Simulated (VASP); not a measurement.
# Rb3Sr (Pm-3m) in VASP: a series of runs

Runs on Rb3Sr. Level: PBEsol. Tasks: single point, relaxation of volume and atoms at fixed shape.

All numbers are computed with VASP 6.6.1; they aren't measurements. Logs are shortened: lines on timing, memory, paths and dates and some standing lists are left out, and cuts for length are marked.

### 1 The cell of the first run

Symmetry: Pm-3m, No. 221, cubic system. The conventional cell has a = 6.700 Å, b = 6.700 Å, c = 6.700 Å, α = 90.00°, β = 90.00°, γ = 90.00°.

### 2 Single point, PBEsol

Contents of INCAR:

```
ALGO = Normal
EDIFF = 1E-7
ENCUT = 520
GGA = PS
ISIF = 2
ISMEAR = -1
LASPH = True
LCHARG = False
LREAL = False
LWAVE = False
NBANDS = 26
NELM = 100
PREC = Accurate
SIGMA = 0.1
```

Contents of KPOINTS:

```
k-points
0
Gamma
  4 4 4
```

Contents of POSCAR:

```
Rb3Sr
1.0
    6.6999964191      0.0000000000      0.0000000000
    0.0000000000      6.6999964191      0.0000000000
    0.0000000000      0.0000000000      6.6999964191
Rb Sr
3 1
Direct
    0.5000000000      0.0000000000      0.0000000000
    0.0000000000      0.5000000000      0.0000000000
    0.0000000000      0.0000000000      0.5000000000
    0.5000000000      0.5000000000      0.5000000000
```

Potentials or basis: VASP PAW PBE potentials, release 64 (Rb_sv, Sr_sv).

Command:

```bash
> cat potpaw_PBE.64/Rb_sv/POTCAR potpaw_PBE.64/Sr_sv/POTCAR > POTCAR
> mpirun -np 1 vasp_std > vasp.out
```

OUTCAR:

```text
EDIFF = 1E-7
   ENCUT = 520
   GGA = PS
   ISIF = 2
   ISMEAR = -1
   LASPH = True
   LREAL = False
   NELM = 100
   PREC = Accurate

 ion  position               nearest neighbor table
   1  0.500  0.000  0.000-   2 4.74   3 4.74   4 4.74   3 4.74   4 4.74   2 4.74   4 4.74   4 4.74
                             2 4.74   3 4.74   3 4.74   2 4.74
   2  0.000  0.500  0.000-   1 4.74   3 4.74   4 4.74   3 4.74   4 4.74   1 4.74   3 4.74   3 4.74
                             1 4.74   4 4.74   4 4.74   1 4.74
   3  0.000  0.000  0.500-   1 4.74   2 4.74   4 4.74   1 4.74   2 4.74   2 4.74   4 4.74   2 4.74
                             1 4.74   4 4.74   1 4.74   4 4.74
   4  0.500  0.500  0.500-   1 4.74   2 4.74   3 4.74   1 4.74   2 4.74   1 4.74   3 4.74   1 4.74
                             2 4.74   3 4.74   2 4.74   3 4.74

  LATTYP: Found a simple cubic cell.
 ALAT       =     6.6999964191

  Lattice vectors:

 A1 = (   6.6999964191,   0.0000000000,   0.0000000000)
 A2 = (   0.0000000000,   6.6999964191,   0.0000000000)
 A3 = (   0.0000000000,   0.0000000000,   6.6999964191)

Analysis of symmetry for initial positions (statically):
=====================================================================
 Subroutine PRICEL returns:
 Original cell was already a primitive cell.

 Routine SETGRP: Setting up the symmetry group for a
 simple cubic supercell.

 Subroutine GETGRP returns: Found 48 space group operations
 (whereof 48 operations were pure point group operations)
 out of a pool of 48 trial point group operations.

The static configuration has the point symmetry O_h .

Analysis of symmetry for dynamics (positions and initial velocities):
=====================================================================
 Subroutine PRICEL returns:
 Original cell was already a primitive cell.

 Routine SETGRP: Setting up the symmetry group for a
 simple cubic supercell.

 Subroutine GETGRP returns: Found 48 space group operations
 (whereof 48 operations were pure point group operations)
 out of a pool of 48 trial point group operations.

The dynamic configuration has the point symmetry O_h .

 Subroutine INISYM returns: Found 48 space group operations
 (whereof 48 operations are pure point group operations),
 and found     1 'primitive' translations

----------------------------------------------------------------------------------------

                                     Primitive cell

  volume of cell :     300.7625

[... 76 lines left out ...]
   NELM   =    100;   NELMIN=  2; NELMDL= -5     # of ELM steps
   EDIFF  = 0.1E-06   stopping-criterion for ELM
   LREAL  =      F    real-space projection
   EDIFFG = 0.1E-05   stopping-criterion for IOM
   NSW    =      0    number of steps for IOM
   IBRION =     -1    ionic relax: 0-MD 1-quasi-New 2-CG
   NFREE  =      0    steps in history (QN), initial steepest desc. (CG)
   ISIF   =      2    stress and relaxation
   ISYM   =      2    0-nonsym 1-usesym 2-fastsym
   POTIM  = 0.5000    time-step for ionic-motion
   TEBEG  =    0.0;   TEEND  =   0.0 temperature during run
   PSTRESS=    0.0 pullay stress
   NELECT =      37.0000    total number of electrons
   NUPDOWN=      -1.0000    fix difference up-down
   EMIN   =  10.00;   EMAX   =-10.00  energy-range for DOS
   EFERMI =   0.00;   METHOD = LEGACY
   ISMEAR =    -1;   SIGMA  =   0.10  broadening in eV -4-tet -1-fermi 0-gaus
   EFERMI_NEDOS =   21; number of points for ismear=-14 and -15
   IALGO  =     38    algorithm
   IMIX   =      4    mixing-type and parameters
     AMIX     =   0.40;   BMIX     =  1.00
     AMIX_MAG =   1.60;   BMIX_MAG =  1.00
  volume/ion in A,a.u.               =      75.19       507.41
  Fermi-wavevector in a.u.,A,eV,Ry     =   0.814206  1.538626  9.019724  0.662931
  Thomas-Fermi vector in A             =   1.924070
   LORBIT       =      0    0 simple, 1 ext, 2 COOP (PROOUT), +10 PAW based schemes
   GGA     = PS    functional components
   LHFCALC =     F    Hartree Fock is set to
   AEXX    =    0.0000 exact exchange contribution
   IVDW    =     0    specifies the selected vdW correction
   LEPSILON=     F    determine dielectric tensor
   LRPA    =     F    only Hartree local field effects (RPA)
 non-spin polarized calculation
  energy-cutoff  :      520.00
  volume of cell :      300.76
 maximum number of plane-waves:      8217
 NGX is ok and might be reduce to    50
   NGX = 25   NGY = 25   NGZ = 25

 number of electron      37.0000000 magnetization

 Free energy of the ion-electron system (eV)
  ---------------------------------------------------
  ext. energy  EPLUGINS =         0.00000000
  ---------------------------------------------------
  free energy    TOTEN  =        -4.43195477 eV

  energy without entropy =       -4.29284960  energy(sigma->0) =       -4.36240219

 E-fermi :   0.3584     XC(G=0):  -6.1535

 val. band max:        0.3350415116   @ k =   0.5000   0.5000   0.5000
 cond. band min:       0.3995003970   @ k =   0.2500   0.2500   0.2500
 fundamental gap:      0.0644588854
 Fermi energy:         0.3584410383

 k-point     1 :       0.0000    0.0000    0.0000
  band No.  band energies     occupation
      1     -37.2124      2.00000
      2     -28.1423      2.00000
      3     -28.1326      2.00000
      4     -28.1326      2.00000
      5     -19.1657      2.00000
      6     -19.1657      2.00000
[... 279 lines left out ...]
     25       2.2947      0.00000
     26       2.2947      0.00000

------------------------ aborting loop because EDIFF is reached ----------------------------------------

  FORCE on cell =-STRESS in cart. coord.  units (eV):
  Direction    XX          YY          ZZ          XY          YZ          ZX
  --------------------------------------------------------------------------------------
  -------------------------------------------------------------------------------------
  Total        0.0309195      0.0309195      0.0309195      0.0000000     -0.0000000      0.0000000
  in kB        0.1647096      0.1647096      0.1647096      0.0000000     -0.0000000      0.0000000
  external PRESSURE =       0.1647096 kB  Pullay stress =       0.0000000 kB

 VOLUME and BASIS-vectors are now :
 -----------------------------------------------------------------------------
  energy-cutoff  :      520.00
  volume of cell :      300.76
      direct lattice vectors                 reciprocal lattice vectors
     6.699996419  0.000000000  0.000000000     0.149253811  0.000000000  0.000000000
     0.000000000  6.699996419  0.000000000     0.000000000  0.149253811  0.000000000
     0.000000000  0.000000000  6.699996419     0.000000000  0.000000000  0.149253811

 POSITION                                       TOTAL-FORCE (eV/Angst)
 -----------------------------------------------------------------------------------
      3.35000      0.00000      0.00000         0.000000      0.000000      0.000000
      0.00000      3.35000      0.00000         0.000000      0.000000      0.000000
      0.00000      0.00000      3.35000         0.000000      0.000000      0.000000
      3.35000      3.35000      3.35000         0.000000      0.000000      0.000000
 -----------------------------------------------------------------------------------
    total drift:                                0.000000      0.000000     -0.000000

  FREE ENERGIE OF THE ION-ELECTRON SYSTEM (eV)
  ---------------------------------------------------
  free  energy   TOTEN  =        -4.4319547741 eV

  energy  without entropy=       -4.2928495982  energy(sigma->0) =       -4.36240219
```

OSZICAR:

```text
N       E                     dE             d eps       ncg     rms          rms(c)
DAV:   1     0.268928053521E+03    0.26893E+03   -0.14803E+04   528   0.111E+03
DAV:   2     0.257134530847E+02   -0.24321E+03   -0.23975E+03   684   0.260E+02
DAV:   3    -0.319536511150E+01   -0.28909E+02   -0.28808E+02   776   0.747E+01
DAV:   4    -0.437864456627E+01   -0.11833E+01   -0.11787E+01   678   0.158E+01
DAV:   5    -0.443624497823E+01   -0.57600E-01   -0.57591E-01   782   0.269E+00    0.918E+00
DAV:   6    -0.443252588135E+01    0.37191E-02   -0.23065E-02   654   0.834E-01    0.511E+00
DAV:   7    -0.443152443341E+01    0.10014E-02   -0.21822E-02   590   0.801E-01    0.299E-01
DAV:   8    -0.443190789354E+01   -0.38346E-03   -0.33914E-03   718   0.229E-01    0.736E-02
DAV:   9    -0.443193711370E+01   -0.29220E-04   -0.12869E-04   712   0.375E-02    0.561E-02
DAV:  10    -0.443195606553E+01   -0.18952E-04   -0.61858E-05   710   0.481E-02    0.376E-02
DAV:  11    -0.443195561808E+01    0.44745E-06   -0.35439E-06   696   0.806E-03    0.125E-02
DAV:  12    -0.443195469661E+01    0.92147E-06   -0.10777E-06   540   0.450E-03    0.654E-03
DAV:  13    -0.443195477415E+01   -0.77531E-07   -0.12382E-07   458   0.146E-03
   1 F= -.44319548E+01 E0= -.43624022E+01  d E =-.139105E+00
```

Wall time 72 s (1 thread of Intel Xeon Platinum 8375C at 2.90GHz (Ice Lake), shared host); peak memory 0.37 GiB.

What came out:

```
Free energy            : -4.4320 eV
Pressure               : 0.0 GPa
Band gap on the k mesh : zero (an odd number of electrons rules out a gap without spin polarisation)
```

Levels at points of the mesh, in eV from the Fermi level:
```tsv
k point	band 15	band 16	band 17	band 18	band 19	band 20	band 21	band 22
(0.00, 0.00, 0.00)	-12.55	-12.55	-2.51	0.22	0.22	0.35	1.16	1.16
(0.50, 0.00, 0.00)	-12.56	-12.56	-1.71	-1.22	0.64	1.09	1.15	1.15
(0.50, 0.50, 0.00)	-12.57	-12.54	-1.09	-0.44	-0.44	-0.28	1.26	1.26
(0.50, 0.50, 0.50)	-12.54	-12.54	-0.86	-0.02	-0.02	-0.02	0.46	0.46
```

Caveat: the PAW data sets were made with another functional, which shifts forces and pressure a little.

### 3 Relaxation of volume and atoms at fixed shape, PBEsol

This run uses another cell than the first one, of 79.61 Å³/atom.

Contents of INCAR:

```
SYSTEM = Rb3Sr
PREC     = Accurate       ! precision mode
ENCUT    = 600            ! plane-wave cutoff, eV
EDIFF    = 1E-6           ! SCF threshold, eV
ISMEAR   = -1             ! smearing method
SIGMA    = 0.1            ! smearing width, eV
LREAL    = .FALSE.        ! projectors in reciprocal space
LASPH    = .TRUE.         ! aspherical terms in the spheres
NELM     = 100            ! most SCF steps
ALGO     = Normal         ! electronic algorithm
ISIF     = 8              ! what is computed and relaxed
LWAVE    = .FALSE.        ! write WAVECAR
LCHARG   = .FALSE.        ! write CHGCAR
GGA      = PS             ! functional
IBRION   = 2              ! ionic algorithm
NSW      = 80             ! ionic steps
EDIFFG   = -0.03          ! ionic threshold
```

Contents of KPOINTS:

```
regular mesh
0
G
  4 4 4
  0 0 0
```

Contents of POSCAR:

```
Rb3Sr
1.0
    6.8286380000      0.0000000000      0.0000000000
    0.0000000000      6.8286380000      0.0000000000
    0.0000000000      0.0000000000      6.8286380000
Rb Sr
3 1
Direct
    0.5000000000      0.0000000000      0.0000000000
    0.0000000000      0.5000000000      0.0000000000
    0.0000000000      0.0000000000      0.5000000000
    0.5000000000      0.5000000000      0.5000000000
```

Potentials or basis: VASP PAW PBE potentials, release 64 (Rb_sv, Sr_sv).

Command:

```bash
> cat potpaw_PBE.64/Rb_sv/POTCAR potpaw_PBE.64/Sr_sv/POTCAR > POTCAR
> mpirun -np 1 vasp_std > vasp.out
```

It took 3 min on 1 thread of Intel Xeon Platinum 8375C at 2.90GHz (Ice Lake), shared host; peak memory 0.49 GiB.

The run converged. Its results:

| Property | Result |
| --- | --- |
| Free energy | -4.4321 eV |
| Relaxed volume | 75.44 Å³/atom |
| Relaxed cell | a = 6.707 Å, b = 6.707 Å, c = 6.707 Å, α = 90.00°, β = 90.00°, γ = 90.00° |
| Space group after relaxing (to 0.1 Å) | Pm-3m (No. 221) |
| Energy gained by relaxing | 2.7 meV/atom |
| Ionic steps | 3 |
| Pressure after relaxing | 0.0 GPa |
| Band gap on the k mesh | zero (an odd number of electrons rules out a gap without spin polarisation) |

The path:
```tsv
step	energy change (eV)	largest force (eV/Å)	pressure (GPa)	volume (Å³)
1	0.0000	0.0000	-0.20	318.42
2	-0.0050	0.0000	-0.15	313.78
3	-0.0106	0.0000	0.00	301.76
```

Final structure:
```xyz
4
Lattice="6.7074 0.0000 0.0000 0.0000 6.7074 0.0000 0.0000 0.0000 6.7074" Properties=species:S:1:pos:R:3 pbc="T T T"
Rb    3.3537    0.0000    0.0000
Rb    0.0000    3.3537    0.0000
Rb    0.0000    0.0000    3.3537
Sr    3.3537    3.3537    3.3537
```

Levels at points of the mesh, in eV from the Fermi level:
```
           k point  band 16  band 17  band 18  band 19  band 20  band 21
(0.00, 0.00, 0.00)   -12.55    -2.50     0.22     0.22     0.36     1.16
(0.50, 0.00, 0.00)   -12.56    -1.71    -1.21     0.64     1.10     1.15
(0.50, 0.50, 0.00)   -12.54    -1.09    -0.44    -0.44    -0.28     1.26
(0.50, 0.50, 0.50)   -12.54    -0.86    -0.02    -0.02    -0.02     0.45
```

Caveat: the PAW data sets were made with another functional, which shifts forces and pressure a little.
